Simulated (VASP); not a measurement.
# NaH12BrO6 in VASP: a series of runs, part 2 of 2

VASP 6.6.1. The steps go on from the part before.

### 5 Single point, PBE+D3(BJ)

Input file INCAR:

```
PREC = Accurate
ENCUT = 520
EDIFF = 1E-7
ISMEAR = -1
SIGMA = 0.05
LREAL = Auto
LASPH = True
NELM = 60
ALGO = Normal
ISIF = 2
LWAVE = False
LCHARG = False
GGA = PE
IVDW = 12
NBANDS = 47
```

Input file KPOINTS:

```
Automatic mesh
0
Gamma
  1 1 1
```

Input file POSCAR:

```
NaH12BrO6
1.0
    6.6282230000      0.0000000000      0.0000000000
    0.0000000000      6.6282230000      0.0000000000
    0.0000000000      0.0000000000      6.6282230000
O H Na Br
6 12 1 1
Direct
    0.6021825156      0.2528430320     -0.0236111549
    0.1606916364      0.2941512378      0.7441511850
    0.7848559109      0.8123595117      0.6961594382
    0.2643544129      0.1004945066      0.3872682014
    0.8624936125      0.6412276714      0.1021088156
    0.1889948482      0.8847167635      0.9478407712
    0.7328057611      0.3015136938     -0.0666241917
    0.6111140195      0.1793693423      0.1033157756
    0.2605826630      0.3116974188      0.6355247855
    0.0350772749      0.3466992586      0.6812987433
    0.8180925717      0.7182317191      0.5885287806
    0.8136268197      0.7445736210      0.8263300737
    0.1375481784      0.0752841297      0.4427581872
    0.2243587761      0.0691738947      0.2336674551
    0.8992304574      0.5519880668      0.2189727171
    0.7301051881      0.5829315037      0.0629127897
    0.1162755085      0.9939164690      0.8862556374
    0.0876252956      0.7800582449      0.9781354671
    0.5118868209      1.0163357509      0.6683993583
    0.7749286649      0.3587235976      0.4795402931
```

The run is started by

```sh
$ cat potpaw_PBE.64/O/POTCAR potpaw_PBE.64/H/POTCAR potpaw_PBE.64/Na_pv/POTCAR potpaw_PBE.64/Br/POTCAR > POTCAR
$ mpirun -np 1 vasp_gam > vasp.out
```

Wall time 28 s (1 thread of AMD EPYC 7R13 (Zen 3), shared host); peak memory 0.3 GiB.

It converged, with:

```
Free energy                : -93.2486 eV
Pressure                   : -0.9 GPa
Largest force              : 4.304 eV/Å
Dispersion energy per atom : -0.040 eV
```

Forces in eV/Å, atoms in the order of the input:
```
O   -0.925 -0.374 -0.405
O    0.320  0.052  0.011
O   -0.069  0.327  0.897
O    1.113 -0.574 -4.118
O   -0.546 -0.583 -0.085
O    0.456 -0.492  0.549
H    0.479 -0.234  0.187
H    0.437  0.363 -0.001
H   -0.399  0.156  0.302
H    0.171 -0.275 -0.054
H   -0.012 -0.573  0.066
H    0.042  0.180 -0.888
H   -2.262 -0.203  1.454
H    1.315  0.431  2.548
H   -0.227  0.331 -0.375
H    0.497  0.258  0.424
H   -0.389  0.727 -0.480
H    0.245  0.204  0.033
Na  -0.147  0.240  0.101
Br  -0.100  0.037 -0.166
```

Stress tensor (GPa, compression positive):
```
 0.33 -0.80 -0.70
-0.80 -0.51 -0.25
-0.70 -0.25 -2.52
```

Levels at points of the mesh, in eV from the Fermi level:
| k point | band 27 | band 28 | band 29 | band 30 | band 31 | band 32 | band 33 | band 34 | band 35 | band 36 |
| --- | --- | --- | --- | --- | --- | --- | --- | --- | --- | --- |
| (0.00, 0.00, 0.00) | -2.60 | -2.25 | -1.68 | -1.47 | -1.24 | 2.27 | 5.07 | 5.26 | 5.76 | 6.21 |

Caveat: the k points lie up to 0.95 Å⁻¹ apart; the atoms stand as in a frame of molecular dynamics.

### 6 Molecular dynamics, PBE+D3(BJ)

Input file INCAR:

```
PREC = Accurate
ENCUT = 520
EDIFF = 1E-5
ISMEAR = -1
SIGMA = 0.05
LREAL = Auto
LASPH = True
NELM = 80
ALGO = Normal
ISIF = 2
LWAVE = False
LCHARG = True
GGA = PE
IVDW = 12
IBRION = 0
NSW = 40
POTIM = 0.5
TEBEG = 700.0
TEEND = 700.0
ISYM = 0
NELMIN = 4
RANDOM_SEED = 549521 0 0
MDALGO = 2
SMASS = 0
```

Input file KPOINTS:

```
regular mesh
0
Gamma
  1 1 1
```

Input file POSCAR:

```
NaH12BrO6
1.0
    6.6282230000      0.0000000000      0.0000000000
    0.0000000000      6.6282230000      0.0000000000
    0.0000000000      0.0000000000      6.6282230000
O H Na Br
6 12 1 1
Direct
    0.6074062000      0.3030015600     -0.0308748900
    0.1043290800      0.3288429900      0.8139517500
    0.7325088200      0.9058086700      0.6987396700
    0.2314877500      0.0410945500      0.4486559700
    0.9655037700      0.7376898000      0.2918828400
    0.1980710000      0.9518260500      1.0178437600
    0.6473338600      0.2136952400      0.0737484500
    0.4883596600      0.3649061700      0.0307218900
    0.0576336900      0.3416249600      0.9540905400
   -0.0225653200      0.3259406200      0.7391207100
    0.6992702900      0.7744133200      0.6355137900
    0.8260597100      0.9539301900      0.5864424100
    0.0707959700      0.0999989300      0.4502727900
    0.2141700600     -0.0559528200      0.3525085100
    0.8864036400      0.6143948700      0.2660677300
    0.8995390300      0.8180908100      0.1808752200
    0.0606345900      1.0083166200      1.0008904500
    0.1337662000      0.8339807700      1.0777666400
    0.4169292500      1.1347459400      0.6924336300
    0.8134749000      0.2600497200      0.3857284300
```

Potentials or basis: VASP PAW PBE potentials, release 64 (O, H, Na_pv, Br).

The run is started by

```sh
$ cat potpaw_PBE.64/O/POTCAR potpaw_PBE.64/H/POTCAR potpaw_PBE.64/Na_pv/POTCAR potpaw_PBE.64/Br/POTCAR > POTCAR
$ mpirun -np 1 vasp_gam > vasp.out
```

OUTCAR:

```text
PREC = Accurate
   ENCUT = 520
   EDIFF = 1E-5
   ISMEAR = -1
   LREAL = Auto
   LASPH = True
   NELM = 80
   ISIF = 2
   GGA = PE
   IVDW = 12
   IBRION = 0
   NSW = 40
   POTIM = 0.5
   TEBEG = 700.0
   ISYM = 0
   NELMIN = 4
 IVDW          = 12

 ion  position               nearest neighbor table
   1  0.607  0.303  0.969-   7 0.95   8 0.98
   2  0.104  0.329  0.814-  10 0.98   9 0.98
   3  0.733  0.906  0.699-  11 0.99  12 1.02
   4  0.231  0.041  0.449-  14 0.91  13 1.13  19 2.12
   5  0.966  0.738  0.292-  15 0.99  16 1.01
   6  0.198  0.952  0.018-  18 0.97  17 0.99
   7  0.647  0.214  0.074-   1 0.95
   8  0.488  0.365  0.031-   1 0.98
   9  0.058  0.342  0.954-   2 0.98
  10  0.977  0.326  0.739-   2 0.98
  11  0.699  0.774  0.636-   3 0.99
  12  0.826  0.954  0.586-   3 1.02
  13  0.071  0.100  0.450-   4 1.13
  14  0.214  0.944  0.353-   4 0.91
  15  0.886  0.614  0.266-   5 0.99
  16  0.900  0.818  0.181-   5 1.01
  17  0.061  0.008  0.001-   6 0.99
  18  0.134  0.834  0.078-   6 0.97
  19  0.417  0.135  0.692-   4 2.12
  20  0.813  0.260  0.386-

IMPORTANT INFORMATION: All symmetrisations will be switched off!
NOSYMM: (Re-)initialisation of all symmetry stuff for point group C_1.

----------------------------------------------------------------------------------------

                                     Primitive cell

[... 150 lines left out ...]

  energy without entropy =      -91.66661696  energy(sigma->0) =      -91.66661696

------------------------ aborting loop because EDIFF is reached ----------------------------------------

 Edisp (eV)   -0.80802

 E8    (eV) :    -0.2215
[... 185 lines left out ...]
  ENERGY OF THE ELECTRON-ION-THERMOSTAT SYSTEM (eV)
  ---------------------------------------------------
% ion-electron   TOTEN  =       -92.480866  see above
  kinetic energy EKIN   =         1.723793
  kin. lattice  EKIN_LAT=         0.000000  (temperature  701.88 K)
  nose potential ES     =         0.001072
  nose kinetic   EPS    =         0.000014
  ---------------------------------------------------
  total energy   ETOTAL =       -90.755987 eV

[... ionic steps 4 to 37 ...]

--------------------------------------- Ionic step       38  -------------------------------------------

 number of electron      61.9999999 magnetization

------------------------ aborting loop because EDIFF is reached ----------------------------------------
[... 131 lines left out ...]
--------------------------------------- Ionic step       40  -------------------------------------------

 number of electron      61.9999997 magnetization

 Free energy of the ion-electron system (eV)
  ---------------------------------------------------
  ext. energy  EPLUGINS =         0.00000000
  ---------------------------------------------------
  free energy    TOTEN  =       -91.76425948 eV

  energy without entropy =      -91.76425948  energy(sigma->0) =      -91.76425948

 E-fermi :  -2.0707     XC(G=0):  -6.1662

 val. band max:       -3.3300150649   @ k =   0.0000   0.0000   0.0000
 cond. band min:       0.3983774376   @ k =   0.0000   0.0000   0.0000
 fundamental gap:      3.7283925025
 Fermi energy:        -2.0706550063

 k-point     1 :       0.0000    0.0000    0.0000
  band No.  band energies     occupation
      1     -24.3816      2.00000
      2     -24.3366      2.00000
      3     -24.3020      2.00000
      4     -23.2800      2.00000
      5     -22.9031      2.00000
      6     -22.3109      2.00000
[... 91 lines left out ...]
  ENERGY OF THE ELECTRON-ION-THERMOSTAT SYSTEM (eV)
  ---------------------------------------------------
% ion-electron   TOTEN  =       -92.566017  see above
  kinetic energy EKIN   =         1.538687
  kin. lattice  EKIN_LAT=         0.000000  (temperature  626.51 K)
  nose potential ES     =         0.231312
  nose kinetic   EPS    =         0.035889
  ---------------------------------------------------
  total energy   ETOTAL =       -90.760129 eV
```

OSZICAR:

```text
N       E                     dE             d eps       ncg     rms          rms(c)
DAV:   1     0.642497358578E+03    0.64250E+03   -0.31559E+04    84   0.134E+03
[... 247 lines left out ...]
     39 T=   667. E= -.90763658E+02 F= -.92720006E+02 E0= -.92720006E+02  EK= 0.16388E+01 SP= 0.29E+00 SK= 0.32E-01
       N       E                     dE             d eps       ncg     rms          rms(c)
DAV:   1    -0.917636211672E+02    0.15445E+00   -0.59290E-03    96   0.218E+00    0.603E-02
DAV:   2    -0.917642600573E+02   -0.63889E-03   -0.69080E-03   104   0.463E-01    0.386E-02
DAV:   3    -0.917642615466E+02   -0.14894E-05   -0.73490E-05   104   0.494E-02    0.277E-02
DAV:   4    -0.917642594767E+02    0.20699E-05   -0.16397E-05    80   0.260E-02
     40 T=   627. E= -.90760129E+02 F= -.92566017E+02 E0= -.92566017E+02  EK= 0.15387E+01 SP= 0.23E+00 SK= 0.36E-01
```

CONTCAR:

```text
NaH12BrO6
   1.00000000000000
     6.6282230000000002    0.0000000000000000    0.0000000000000000
     0.0000000000000000    6.6282230000000002    0.0000000000000000
     0.0000000000000000    0.0000000000000000    6.6282230000000002
  O               H               Na              Br
     6    12     1     1
Direct
     0.6027128576197875    0.3087747099820929    0.9579536383382206
     0.0916504504520395    0.3256277568157627    0.8183427726433911
     0.6957628111583221    0.9211140490890835    0.6869180334484475
     0.2198371192286822    0.0316546918896696    0.4605431664266000
     0.9681438844677397    0.7259889546041689    0.2872408508382188
     0.1979486945689554    0.9510070333862355    0.0377860922332676
[... 12 lines left out ...]
     0.4275379960487090    0.1559404830502553    0.7026493914392131
     0.8196152829199499    0.2529743052991835    0.3852768749486353

 -0.27119686E-02  0.33751654E-02 -0.30623049E-02
 -0.50459978E-02 -0.61448447E-03  0.18270207E-02
 -0.14496409E-01  0.48086535E-02 -0.18901078E-02
  0.81319404E-05 -0.24843526E-02  0.76842021E-02
  0.23935547E-02 -0.56604228E-02 -0.36220727E-03
  0.98528879E-03 -0.44739316E-02 -0.54229340E-03
[... 12 lines left out ...]
  0.30342080E-02  0.75625367E-02  0.46550044E-02
  0.16370353E-02 -0.17360971E-02 -0.18086813E-03

           1
  0.500000000000000
  0.50395665E-01 -0.17709268E-01 -0.16048227E-01  0.67274413E-01
  0.60250828E+00  0.30902932E+00  0.95772263E+00
  0.91269806E-01  0.32558140E+00  0.81848059E+00
  0.69466927E+00  0.92147679E+00  0.68677545E+00
  0.21983773E+00  0.31467285E-01  0.46112282E+00
  0.96832444E+00  0.72556196E+00  0.28721353E+00
  0.19802302E+00  0.95066954E+00  0.37745184E-01
[... 52 lines left out ...]
  0.00000000E+00  0.00000000E+00  0.00000000E+00
  0.00000000E+00  0.00000000E+00  0.00000000E+00
```

Run time: 8.2 min. Hardware: 1 thread of AMD EPYC 7R13 (Zen 3), shared host; peak memory 0.35 GiB.

Results:

| Item | Value |
| --- | --- |
| Dispersion energy per atom | -0.040 eV |

Step by step:
```csv
step,potential energy change (eV),largest force (eV/Å),pressure (GPa),volume (Å³),temperature (K)
1,0.0000,5.1413,0.18,291.20,703
2,-0.0146,4.0723,-0.26,291.20,705
3,-0.0062,3.4513,-0.66,291.20,702
4,0.0119,3.4440,-0.96,291.20,695
5,0.0078,3.3341,-1.16,291.20,697
6,-0.0396,3.2486,-1.26,291.20,715
7,-0.1271,3.6463,-1.23,291.20,749
8,-0.2305,3.8137,-1.06,291.20,788
9,-0.3131,3.7688,-0.73,291.20,815
10,-0.3396,4.1614,-0.24,291.20,816
11,-0.2979,5.9949,0.35,291.20,788
12,-0.2248,7.5793,0.96,291.20,746
13,-0.1919,7.9278,1.43,291.20,718
14,-0.2272,6.8219,1.68,291.20,716
15,-0.2779,5.7000,1.74,291.20,719
16,-0.2963,6.2428,1.63,291.20,711
17,-0.3097,7.1066,1.36,291.20,701
18,-0.3576,6.7707,0.94,291.20,703
19,-0.4160,5.3107,0.43,291.20,709
20,-0.4273,3.5295,-0.05,291.20,695
21,-0.3690,3.2302,-0.43,291.20,656
22,-0.2712,3.3761,-0.69,291.20,603
23,-0.1878,3.4080,-0.86,291.20,559
24,-0.1608,3.3975,-0.95,291.20,540
25,-0.2009,3.6598,-0.99,291.20,550
26,-0.2904,3.6922,-0.94,291.20,584
27,-0.3996,3.5143,-0.79,291.20,627
28,-0.4977,3.1147,-0.51,291.20,667
29,-0.5551,2.4578,-0.10,291.20,692
30,-0.5450,2.4711,0.41,291.20,690
31,-0.4547,3.4473,0.98,291.20,655
32,-0.3058,5.0065,1.50,291.20,599
33,-0.1591,5.7212,1.87,291.20,546
34,-0.0842,5.5431,1.98,291.20,524
35,-0.1116,5.6734,1.79,291.20,544
36,-0.2104,5.0042,1.36,291.20,597
37,-0.3054,3.4812,0.79,291.20,651
38,-0.3255,2.7683,0.24,291.20,679
39,-0.2454,2.3210,-0.22,291.20,667
40,-0.0914,3.1877,-0.57,291.20,627
```

Caveat: the k points lie up to 0.95 Å⁻¹ apart.

### 7 Overview

| task | cell | pressure (GPa) | largest force (eV/Å) |
| --- | --- | --- | --- |
| single point | as given, atomic positions A | -0.4 | 0.29 |
| single point | as given, atomic positions B | 1.4 | 5.99 |
| single point | as given, atomic positions C | -0.1 | 3.03 |
| single point | as given, atomic positions D | -0.9 | 4.30 |
| molecular dynamics | as given, atomic positions E | - | - |

Alike in all rows: level PBE+D3(BJ); potentials or basis VASP PAW PBE potentials, release 64 (O, H, Na_pv, Br); no spin polarisation; k mesh 1 × 1 × 1; cutoff (eV) 520; smearing fermi-dirac 0.05 eV.

Caveats: all runs use coarse meshes; the atoms stand as in a frame of molecular dynamics (at least some runs).

Absolute energies hang on the potentials; compare differences alone.
